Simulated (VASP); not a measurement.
# Ru (Fm-3m) in VASP: a series of runs, part 2 of 2

VASP 6.6.1. The steps go on from the part before.

## (3) Single point, r2SCAN (volume scaled by 1.12)

File POSCAR:

```
Ru
1.0
    0.0000000000      1.9661003205      1.9661003205
    1.9661003205      0.0000000000      1.9661003205
    1.9661003205      1.9661003205      0.0000000000
Ru
1
Direct
    0.0000000000      0.0000000000      0.0000000000
```

File INCAR.step1:

```
SYSTEM = Ru
ALGO = Normal
EDIFF = 1E-4
ENCUT = 520
GGA = PE
ISMEAR = -1
LASPH = .TRUE.
LCHARG = .FALSE.
LREAL = .FALSE.
LWAVE = .TRUE.
NBANDS = 13
NELM = 100
PREC = Accurate
SIGMA = 0.1
```

File INCAR.step2:

```
SYSTEM = Ru
ALGO = Normal
EDIFF = 1E-6
ENCUT = 520
ISIF = 2
ISMEAR = -1
ISTART = 1
LASPH = .TRUE.
LCHARG = .FALSE.
LMIXTAU = .TRUE.
LREAL = .FALSE.
LWAVE = .FALSE.
METAGGA = R2SCAN
NBANDS = 13
NELM = 100
PREC = Accurate
SIGMA = 0.1
```

File KPOINTS:

```
k-points
0
G
  16 16 16
  0 0 0
```

Potentials or basis: VASP PAW PBE potentials, release 64 (Ru_pv).

Command:

```console
$ cat potpaw_PBE.64/Ru_pv/POTCAR > POTCAR
$ cp INCAR.step1 INCAR
$ mpirun -np 1 vasp_std > vasp.out
$ cp INCAR.step2 INCAR
$ mpirun -np 1 vasp_std > vasp.out
```

OUTCAR:

```text
SYSTEM = Ru
   EDIFF = 1E-6
   ENCUT = 520
   ISIF = 2
   ISMEAR = -1
   ISTART = 1
   LASPH = .TRUE.
   LREAL = .FALSE.
   METAGGA = R2SCAN
   NELM = 100
   PREC = Accurate

 ion  position               nearest neighbor table
   1  0.000  0.000  0.000-

  LATTYP: Found a face centered cubic cell.
 ALAT       =     3.9322006410

  Lattice vectors:

 A1 = (   0.0000000000,   1.9661003205,   1.9661003205)
 A2 = (   1.9661003205,   0.0000000000,   1.9661003205)
 A3 = (   1.9661003205,   1.9661003205,   0.0000000000)

Analysis of symmetry for initial positions (statically):
=====================================================================
 Subroutine PRICEL returns:
 Original cell was already a primitive cell.

 Routine SETGRP: Setting up the symmetry group for a
 face centered cubic supercell.

 Subroutine GETGRP returns: Found 48 space group operations
 (whereof 48 operations were pure point group operations)
 out of a pool of 48 trial point group operations.

The static configuration has the point symmetry O_h .

Analysis of symmetry for dynamics (positions and initial velocities):
=====================================================================
[... 161 lines left out ...]
 Fermi energy:        10.7047453430

 k-point     1 :       0.0000    0.0000    0.0000
  band No.  band energies     occupation
      1     -33.0646      2.00000
      2     -33.0646      2.00000
      3     -33.0646      2.00000
      4       3.1032      2.00000
      5       8.4233      2.00000
      6       8.4233      2.00000
      7       8.4233      2.00000
      8      10.5457      1.66144
      9      10.5457      1.66144
     10      19.1935      0.00000
     11      26.4338      0.00000
     12      31.9121      0.00000
     13      31.9121      0.00000
[... 354 lines left out ...]
  band No.  band energies     occupation
      1     -33.1395      2.00000
      2     -33.0871      2.00000
      3     -33.0703      2.00000
      4       3.5139      2.00000
      5       8.2061      2.00000
      6       8.5730      2.00000
      7       8.6186      2.00000
      8      10.3483      1.94495
      9      10.5698      1.58824
     10      19.1936      0.00000
     11      27.0452      0.00000
     12      30.2978      0.00000
     13      31.9983      0.00000

 [... further k-points ...]
[... 5 lines left out ...]
  --------------------------------------------------------------------------------------
  -------------------------------------------------------------------------------------
  Total       -2.6267640     -2.6267640     -2.6267640      0.0000000      0.0000000     -0.0000000
  in kB     -276.8755616   -276.8755616   -276.8755616      0.0000000      0.0000000     -0.0000000
  external PRESSURE =    -276.8755616 kB  Pullay stress =       0.0000000 kB

 VOLUME and BASIS-vectors are now :
 -----------------------------------------------------------------------------
  energy-cutoff  :      520.00
  volume of cell :       15.20
      direct lattice vectors                 reciprocal lattice vectors
     0.000000000  1.966100321  1.966100321    -0.254310523  0.254310523  0.254310523
     1.966100321  0.000000000  1.966100321     0.254310523 -0.254310523  0.254310523
     1.966100321  1.966100321  0.000000000     0.254310523  0.254310523 -0.254310523

 POSITION                                       TOTAL-FORCE (eV/Angst)
 -----------------------------------------------------------------------------------
      0.00000      0.00000      0.00000        -0.000000     -0.000000     -0.000000
 -----------------------------------------------------------------------------------
    total drift:                               -0.000000      0.000000     -0.000000

  FREE ENERGIE OF THE ION-ELECTRON SYSTEM (eV)
  ---------------------------------------------------
  free  energy   TOTEN  =       -25.1714689554 eV

  energy  without entropy=      -25.1304598159  energy(sigma->0) =      -25.15096439
```

OUTCAR.step1:

```text
SYSTEM = Ru
   EDIFF = 1E-4
   ENCUT = 520
   GGA = PE
   ISMEAR = -1
   LASPH = .TRUE.
   LREAL = .FALSE.
[... 600 lines left out ...]
 -----------------------------------------------------------------------------------
      0.00000      0.00000      0.00000         0.000000      0.000000      0.000000
 -----------------------------------------------------------------------------------
    total drift:                               -0.000000      0.000000      0.000000

  FREE ENERGIE OF THE ION-ELECTRON SYSTEM (eV)
  ---------------------------------------------------
  free  energy   TOTEN  =        -9.0339717188 eV

  energy  without entropy=       -8.9907925093  energy(sigma->0) =       -9.01238211
```

OSZICAR.step1:

```text
N       E                     dE             d eps       ncg     rms          rms(c)
DAV:   1     0.106901654825E+03    0.10690E+03   -0.84066E+03  3799   0.112E+03
DAV:   2    -0.845431956284E+01   -0.11536E+03   -0.11091E+03  4050   0.320E+02
DAV:   3    -0.973922982431E+01   -0.12849E+01   -0.12808E+01  4290   0.372E+01
DAV:   4    -0.974317206830E+01   -0.39422E-02   -0.39422E-02  4075   0.223E+00
DAV:   5    -0.974319953599E+01   -0.27468E-04   -0.27468E-04  4352   0.170E-01    0.970E+00
DAV:   6    -0.906719268871E+01    0.67601E+00   -0.12190E+00  3850   0.141E+01    0.201E+00
DAV:   7    -0.903745033878E+01    0.29742E-01   -0.50152E-02  4170   0.262E+00    0.626E-01
DAV:   8    -0.903395025651E+01    0.35001E-02   -0.33483E-03  3795   0.752E-01    0.105E-01
DAV:   9    -0.903397171876E+01   -0.21462E-04   -0.73040E-05  2440   0.122E-01
   1 F= -.90339717E+01 E0= -.90123821E+01  d E =-.431792E-01
```

Run time: 71 s. Hardware: 1 thread of Intel Xeon Platinum 8259CL at 2.50GHz (Skylake/Cascade Lake), shared host; peak memory 0.16 GiB.

Results:

- Free energy: -25.1715 eV
- Pressure: -27.7 GPa
- Band gap on the k mesh: zero (band 7 reaches 12.64 eV, above the bottom of band 8 at 9.51 eV)

Caveat: the cell differs from its parent crystal (volume scaled by 1.12); the PAW data sets were made with another functional, which shifts forces and pressure a little.

## (4) Single point, r2SCAN

This run uses another cell than the first one, of 13.57 Å³/atom, 0.926 times its volume.

File POSCAR:

```
Ru
1.0
    0.0000000000      1.8932138216      1.8932138216
    1.8932138216      0.0000000000      1.8932138216
    1.8932138216      1.8932138216      0.0000000000
Ru
1
Direct
    0.0000000000      0.0000000000      0.0000000000
```

File INCAR.step1:

```
PREC = Accurate
ENCUT = 520
ISMEAR = -1
SIGMA = 0.1
LREAL = False
LASPH = True
NELM = 60
NBANDS = 13
GGA = PE
ALGO = Normal
EDIFF = 1E-4
LWAVE = True
LCHARG = False
```

File INCAR.step2:

```
PREC = Accurate
ENCUT = 520
EDIFF = 1E-6
ISMEAR = -1
SIGMA = 0.1
LREAL = False
LASPH = True
NELM = 60
ALGO = Normal
ISIF = 2
LWAVE = False
LCHARG = True
METAGGA = R2SCAN
LMIXTAU = True
LELF = True
LVHAR = True
NBANDS = 13
ISTART = 1
```

File KPOINTS:

```
regular mesh
0
Gamma
  23 23 23
```

Command:

```console
$ cat potpaw_PBE.64/Ru_pv/POTCAR > POTCAR
$ cp INCAR.step1 INCAR
$ mpirun -np 1 vasp_std > vasp.out
$ cp INCAR.step2 INCAR
$ mpirun -np 1 vasp_std > vasp.out
```

It took 2.6 min on 1 thread of Intel Xeon Platinum 8259CL at 2.50GHz (Skylake/Cascade Lake), shared host; peak memory 0.17 GiB.

The run converged. Its results:

| Item | Value |
| --- | --- |
| Free energy | -25.3224 eV |
| Pressure | 1.3 GPa |
| Band gap on the k mesh | zero (band 7 reaches 14.96 eV, above the bottom of band 8 at 11.34 eV) |

Levels at points of the mesh, in eV from the Fermi level:
```
           k point  band 4  band 5  band 6  band 7  band 8  band 9  band 10  band 11
(0.00, 0.00, 0.00)   -8.27   -2.69   -2.69   -2.69   -0.15   -0.15     8.52    15.71
```

Caveat: the PAW data sets were made with another functional, which shifts forces and pressure a little.

## (5) Overview

```csv
cell,k mesh,gap on the mesh (eV),pressure (GPa)
"a = 2.747 Å, angles 60.0°, 1 atom",16 × 16 × 16,none,-20.2
"a = 2.780 Å, angles 60.0°, 1 atom",16 × 16 × 16,none,-27.7
"a = 2.677 Å, angles 60.0°, 1 atom",23 × 23 × 23,none,1.3
```

Alike in all rows: task single point; level r2SCAN; potentials or basis VASP PAW PBE potentials, release 64 (Ru_pv); no spin polarisation; cutoff (eV) 520; smearing fermi-dirac 0.1 eV.

Caveats: the PAW data sets were made with another functional, which shifts forces and pressure a little.

Absolute energies hang on the potentials; compare differences alone.
